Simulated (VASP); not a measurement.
# Sc (Fd-3m) in VASP: a series of runs, part 2 of 3

VASP 6.6.1. Earlier steps stand in the parts before.

## 3. Relaxation of cell and atoms, PBEsol

This run uses another cell than the first one, of 32.46 Å³/atom.

INCAR reads:

```
PREC     = Accurate       # precision mode
ENCUT    = 600            # plane-wave cutoff, eV
EDIFF    = 1E-7           # SCF threshold, eV
ISMEAR   = -1             # smearing method
SIGMA    = 0.05           # smearing width, eV
LREAL    = False          # projectors in reciprocal space
LASPH    = True           # aspherical terms in the spheres
NELM     = 80             # most SCF steps
ALGO     = Normal         # electronic algorithm
ISIF     = 3              # what is computed and relaxed
LWAVE    = False          # write WAVECAR
LCHARG   = False          # write CHGCAR
GGA      = PS             # functional
IBRION   = 2              # ionic algorithm
NSW      = 80             # ionic steps
EDIFFG   = -0.02          # ionic threshold
```

KPOINTS reads:

```
regular mesh
0
Gamma
  5 5 5
```

POSCAR reads:

```
Sc
1.0
    0.0000000000      3.1900000000      3.1900000000
    3.1900000000      0.0000000000      3.1900000000
    3.1900000000      3.1900000000      0.0000000000
Sc
2
Direct
    0.0000000000      0.0000000000      0.0000000000
    0.2500000000      0.2500000000      0.2500000000
```

Potentials or basis: VASP PAW PBE potentials, release 64 (Sc_sv).

Run with:

```
> cat potpaw_PBE.64/Sc_sv/POTCAR > POTCAR
> mpirun -np 1 vasp_std > vasp.out
```

OUTCAR:

```text
PREC = Accurate
   ENCUT = 600
   EDIFF = 1E-7
   ISMEAR = -1
   LREAL = False
   LASPH = True
   NELM = 80
   ISIF = 3
   GGA = PS
   IBRION = 2
   NSW = 80
   EDIFFG = -0.02

 ion  position               nearest neighbor table
   1  0.000  0.000  0.000-   2 2.76   2 2.76   2 2.76   2 2.76
   2  0.250  0.250  0.250-   1 2.76   1 2.76   1 2.76   1 2.76

  LATTYP: Found a face centered cubic cell.
 ALAT       =     6.3800000000

  Lattice vectors:

 A1 = (   0.0000000000,   3.1900000000,   3.1900000000)
 A2 = (   3.1900000000,   0.0000000000,   3.1900000000)
 A3 = (   3.1900000000,   3.1900000000,   0.0000000000)

Analysis of symmetry for initial positions (statically):
=====================================================================
 Subroutine PRICEL returns:
 Original cell was already a primitive cell.

 Routine SETGRP: Setting up the symmetry group for a
 face centered cubic supercell.

 Subroutine GETGRP returns: Found 48 space group operations
 (whereof 24 operations were pure point group operations)
 out of a pool of 48 trial point group operations.

The static configuration has the point symmetry T_d .
 The point group associated with its full space group is O_h .

[... 138 lines left out ...]
 number of electron      22.0000004 magnetization

 Free energy of the ion-electron system (eV)
  ---------------------------------------------------
  ext. energy  EPLUGINS =         0.00000000
  ---------------------------------------------------
  free energy    TOTEN  =        -9.16883489 eV

  energy without entropy =       -9.12194477  energy(sigma->0) =       -9.14538983

------------------------ aborting loop because EDIFF is reached ----------------------------------------

  FORCE on cell =-STRESS in cart. coord.  units (eV):
  Direction    XX          YY          ZZ          XY          YZ          ZX
  --------------------------------------------------------------------------------------
  -------------------------------------------------------------------------------------
  Total       -0.3870868     -0.3870868     -0.3870868      0.0000000     -0.0000000      0.0000000
  in kB       -9.5524969     -9.5524969     -9.5524969      0.0000000     -0.0000000      0.0000000
  external PRESSURE =      -9.5524969 kB  Pullay stress =       0.0000000 kB
[... 59 lines left out ...]
--------------------------------------- Ionic step        3  -------------------------------------------

 number of electron      21.9999998 magnetization

 Free energy of the ion-electron system (eV)
  ---------------------------------------------------
  ext. energy  EPLUGINS =         0.00000000
  ---------------------------------------------------
  free energy    TOTEN  =        -9.18266257 eV

  energy without entropy =       -9.14548852  energy(sigma->0) =       -9.16407554

 E-fermi :   2.1489     XC(G=0):  -8.9506

 val. band max:        2.1472469565   @ k =   0.0000   0.0000   0.0000
 cond. band min:       2.1795077837   @ k =   0.4000   0.2000   0.0000
 fundamental gap:      0.0322608272
 Fermi energy:         2.1488971358

 k-point     1 :       0.0000    0.0000    0.0000
  band No.  band energies     occupation
      1     -47.4015      2.00000
      2     -47.0691      2.00000
      3     -26.2980      2.00000
      4     -26.2980      2.00000
      5     -26.2980      2.00000
      6     -25.7556      2.00000
      7     -25.7556      2.00000
      8     -25.7556      2.00000
      9      -2.0271      2.00000
     10       2.1472      1.01650
     11       2.1472      1.01650
     12       2.4764      0.00286
     13       2.4764      0.00286
     14       2.4764      0.00286
[... 190 lines left out ...]
  FREE ENERGIE OF THE ION-ELECTRON SYSTEM (eV)
  ---------------------------------------------------
  free  energy   TOTEN  =        -9.1826625684 eV

  energy  without entropy=       -9.1454885211  energy(sigma->0) =       -9.16407554

 reached required accuracy - stopping structural energy minimisation
```

Run time: 52 s. Hardware: 1 thread of Intel Xeon 8259CL, shared host; peak memory 0.21 GiB.

What came out:

```yaml
Free_energy: -9.1827 eV
Relaxed_volume: 30.54 Å³/atom
Relaxed_cell: a = 4.421 Å, b = 4.421 Å, c = 4.421 Å, α = 60.00°, β = 60.00°, γ = 60.00°
Space_group_after_relaxing_to_0.1_Å: Fd-3m (No. 227)
Energy_gained_by_relaxing: 6.9 meV/atom
Ionic_steps: 3
Pressure_after_relaxing: -0.1 GPa
Band_gap_on_the_k_mesh: zero (bands 11 and 12 overlap by 0.44 eV)
```

Step by step:
```
step  energy change (eV)  largest force (eV/Å)  pressure (GPa)  volume (Å³)
   1              0.0000                0.0000           -0.96        64.92
   2             -0.0091                0.0000           -0.64        63.12
   3             -0.0138                0.0000           -0.08        61.08
```

Final structure:
```
Sc
1.0
     0.00000    3.12581    3.12581
     3.12581    0.00000    3.12581
     3.12581    3.12581    0.00000
Sc
2
Direct
  0.00000 0.00000 0.00000
  0.25000 0.25000 0.25000
```

Levels at points of the mesh, in eV from the Fermi level:
```
           k point  band 7  band 8  band 9  band 10  band 11  band 12  band 13  band 14  band 15
(0.00, 0.00, 0.00)  -27.90  -27.90   -4.18     0.00     0.00     0.33     0.33     0.33     1.84
```

Caveat: the PAW data sets were made with another functional, which shifts forces and pressure a little.

## 4. Relaxation of cell and atoms, PBEsol, target pressure 15 GPa, at which the enthalpy is minimised

This run uses another cell than the first one, of 32.46 Å³/atom.

INCAR reads:

```
SYSTEM = Sc
  PREC = Accurate
  ENCUT = 600
  EDIFF = 1E-6
  ISMEAR = -1
  SIGMA = 0.05
  LREAL = .FALSE.
  LASPH = .TRUE.
  NELM = 80
  ALGO = Normal
  ISIF = 3
  LWAVE = .FALSE.
  LCHARG = .FALSE.
  GGA = PS
  IBRION = 2
  NSW = 80
  EDIFFG = -0.02
  PSTRESS = 150.0
```

KPOINTS reads:

```
Automatic mesh
0
G
  5 5 5
  0 0 0
```

POSCAR is that of step 3.

Potentials or basis: VASP PAW PBE potentials, release 64 (Sc_sv).

Run with:

```
> cat potpaw_PBE.64/Sc_sv/POTCAR > POTCAR
> mpirun -np 1 vasp_std > vasp.out
```

OUTCAR:

```text
SYSTEM = Sc
   PREC = Accurate
   ENCUT = 600
   EDIFF = 1E-6
   ISMEAR = -1
   LREAL = .FALSE.
   LASPH = .TRUE.
   NELM = 80
   ISIF = 3
   GGA = PS
   IBRION = 2
   NSW = 80
   EDIFFG = -0.02
   PSTRESS = 150.0

 ion  position               nearest neighbor table
   1  0.000  0.000  0.000-   2 2.76   2 2.76   2 2.76   2 2.76
   2  0.250  0.250  0.250-   1 2.76   1 2.76   1 2.76   1 2.76

  LATTYP: Found a face centered cubic cell.
 ALAT       =     6.3800000000

  Lattice vectors:

 A1 = (   0.0000000000,   3.1900000000,   3.1900000000)
 A2 = (   3.1900000000,   0.0000000000,   3.1900000000)
 A3 = (   3.1900000000,   3.1900000000,   0.0000000000)

Analysis of symmetry for initial positions (statically):
=====================================================================
 Subroutine PRICEL returns:
 Original cell was already a primitive cell.

 Routine SETGRP: Setting up the symmetry group for a
 face centered cubic supercell.

 Subroutine GETGRP returns: Found 48 space group operations
 (whereof 24 operations were pure point group operations)
 out of a pool of 48 trial point group operations.

The static configuration has the point symmetry T_d .
 The point group associated with its full space group is O_h .

Analysis of symmetry for dynamics (positions and initial velocities):
=====================================================================
 Subroutine PRICEL returns:
 Original cell was already a primitive cell.

 Routine SETGRP: Setting up the symmetry group for a
 face centered cubic supercell.

 Subroutine GETGRP returns: Found 48 space group operations
 (whereof 24 operations were pure point group operations)
 out of a pool of 48 trial point group operations.

The dynamic configuration has the point symmetry T_d .
 The point group associated with its full space group is O_h .

 Subroutine INISYM returns: Found 48 space group operations
 (whereof 24 operations are pure point group operations),
 and found     1 'primitive' translations

----------------------------------------------------------------------------------------

                                     Primitive cell

  volume of cell :      64.9235

  direct lattice vectors                    reciprocal lattice vectors
[... 87 lines left out ...]
   ISMEAR =    -1;   SIGMA  =   0.05  broadening in eV -4-tet -1-fermi 0-gaus
   EFERMI_NEDOS =   21; number of points for ismear=-14 and -15
   IALGO  =     38    algorithm
   IMIX   =      4    mixing-type and parameters
     AMIX     =   0.40;   BMIX     =  1.00
     AMIX_MAG =   1.60;   BMIX_MAG =  1.00
  volume/ion in A,a.u.               =      32.46       219.06
  Fermi-wavevector in a.u.,A,eV,Ry     =   1.141340  2.156820 17.723725  1.302657
  Thomas-Fermi vector in A             =   2.278040
   LORBIT       =      0    0 simple, 1 ext, 2 COOP (PROOUT), +10 PAW based schemes
   GGA     = PS    functional components
   LHFCALC =     F    Hartree Fock is set to
   AEXX    =    0.0000 exact exchange contribution
   IVDW    =     0    specifies the selected vdW correction
   LEPSILON=     F    determine dielectric tensor
   LRPA    =     F    only Hartree local field effects (RPA)
 conjugate gradient relaxation of ions
 non-spin polarized calculation
  energy-cutoff  :      600.00
  volume of cell :       64.92
 maximum number of plane-waves:      2184
   NGX = 17   NGY = 17   NGZ = 17

--------------------------------------- Ionic step        1  -------------------------------------------

 number of electron      22.0000004 magnetization

 Free energy of the ion-electron system (eV)
  ---------------------------------------------------
  ext. energy  EPLUGINS =         0.00000000
  ---------------------------------------------------
  free energy    TOTEN  =        -9.16883491 eV

  energy without entropy =       -9.12194477  energy(sigma->0) =       -9.14538984

 E-fermi :   1.8823     XC(G=0):  -8.7266

 val. band max:        1.8638368031   @ k =  -0.4000   0.2000   0.0000
 cond. band min:       1.8970488041   @ k =   0.4000   0.2000   0.0000
 fundamental gap:      0.0332120011
 Fermi energy:         1.8822739759

 k-point     1 :       0.0000    0.0000    0.0000
  band No.  band energies     occupation
      1     -47.7518      2.00000
      2     -47.4830      2.00000
      3     -26.6279      2.00000
      4     -26.6279      2.00000
      5     -26.6279      2.00000
      6     -26.1647      2.00000
      7     -26.1647      2.00000
      8     -26.1647      2.00000
      9      -2.2318      2.00000
     10       1.9077      0.75133
     11       1.9077      0.75133
     12       2.1613      0.00752
     13       2.1613      0.00752
     14       2.1613      0.00752
[... 426 lines left out ...]
--------------------------------------- Ionic step        8  -------------------------------------------

 number of electron      22.0000001 magnetization

 Free energy of the ion-electron system (eV)
  ---------------------------------------------------
  ext. energy  EPLUGINS =         0.00000000
  ---------------------------------------------------
  free energy    TOTEN  =        -8.33857558 eV

  energy without entropy =       -8.32756329  energy(sigma->0) =       -8.33306943

 E-fermi :   6.1332     XC(G=0): -11.4200

 val. band max:        6.0355955702   @ k =  -0.4000   0.4000   0.2000
 cond. band min:       6.2635419687   @ k =  -0.2000   0.2000   0.0000
 fundamental gap:      0.2279463985
 Fermi energy:         6.1331997720

 k-point     1 :       0.0000    0.0000    0.0000
  band No.  band energies     occupation
      1     -43.8141      2.00000
      2     -41.7499      2.00000
      3     -22.7661      2.00000
      4     -22.7661      2.00000
      5     -22.7661      2.00000
      6     -20.7384      2.00000
      7     -20.7384      2.00000
      8     -20.7384      2.00000
      9       0.9855      2.00000
     10       4.9409      2.00000
     11       4.9409      2.00000
     12       6.5334      0.00067
     13       6.5334      0.00067
     14       6.5334      0.00067
[... 194 lines left out ...]
  energy  without entropy=       -8.3275632862  energy(sigma->0) =       -8.33306943

  enthalpy is  TOTEN    =        -5.1828069345 eV   P V=        3.1557686485

 reached required accuracy - stopping structural energy minimisation
```

OSZICAR:

```text
N       E                     dE             d eps       ncg     rms          rms(c)
DAV:   1     0.345332746104E+03    0.34533E+03   -0.10962E+04   300   0.163E+03
DAV:   2     0.134269612475E+02   -0.33191E+03   -0.32624E+03   419   0.639E+02
DAV:   3    -0.915412467393E+01   -0.22581E+02   -0.22436E+02   450   0.170E+02
[... 74 lines left out ...]
DAV:   1    -0.834049461761E+01    0.73344E-02   -0.57608E-02   300   0.389E+00    0.460E-01
DAV:   2    -0.833869495050E+01    0.17997E-02   -0.64057E-03   356   0.115E+00    0.879E-02
DAV:   3    -0.833857975056E+01    0.11520E-03   -0.52572E-04   391   0.339E-01    0.509E-02
DAV:   4    -0.833857646356E+01    0.32870E-05   -0.43963E-05   386   0.725E-02    0.696E-03
DAV:   5    -0.833857558293E+01    0.88064E-06   -0.21958E-06   283   0.193E-02
   8 F= -.51828069E+01 E0= -.51773008E+01  d E =-.276850E-03
```

It took 2.3 min on 1 thread of Intel Xeon 8259CL, shared host; peak memory 0.21 GiB.

Results:

- Free energy: -8.3386 eV
- Relaxed volume: 16.85 Å³/atom
- Relaxed cell: a = 3.626 Å, b = 3.626 Å, c = 3.626 Å, α = 60.00°, β = 60.00°, γ = 60.00°
- Space group after relaxing (to 0.1 Å): Fd-3m (No. 227)
- Energy change on relaxing (the run minimises the enthalpy): +415.1 meV/atom
- Ionic steps: 8
- Pressure after relaxing: 14.9 GPa
- Band gap on the k mesh: zero (bands 11 and 12 overlap by 0.76 eV)

Step by step:
| step | energy change (eV) | largest force (eV/Å) | pressure (GPa) | volume (Å³) |
| --- | --- | --- | --- | --- |
| 1 | 0.0000 | 0.0000 | -0.95 | 64.92 |
| 2 | 0.4660 | 0.0000 | 9.10 | 39.04 |
| 3 | 0.7538 | 0.0000 | 12.64 | 34.60 |
| 4 | 2.2146 | 0.0000 | 57.00 | 26.75 |
| 5 | 0.8017 | 0.0000 | 14.07 | 34.02 |
| 6 | 0.8467 | 0.0000 | 15.51 | 33.53 |
| 7 | 0.8210 | 0.0000 | 14.64 | 33.81 |
| 8 | 0.8303 | 0.0000 | 14.93 | 33.71 |

Final structure:
```
CELL_PARAMETERS angstrom
0.00000 2.56388 2.56388
2.56388 0.00000 2.56388
2.56388 2.56388 0.00000
ATOMIC_POSITIONS crystal
Sc 0.00000 0.00000 0.00000
Sc 0.25000 0.25000 0.25000
```

Levels at points of the mesh, in eV from the Fermi level:
```
           k point  band 9  band 10  band 11  band 12  band 13  band 14
(0.00, 0.00, 0.00)   -5.15    -1.19    -1.19     0.40     0.40     0.40
```

Caveat: the cell is relaxed towards a set pressure, so the run minimises the enthalpy, not the energy; the volume moved by over 15 % at a fixed basis, so the end points are rough; the PAW data sets were made with another functional, which shifts forces and pressure a little.

(Part 2 of 3 ends here.)
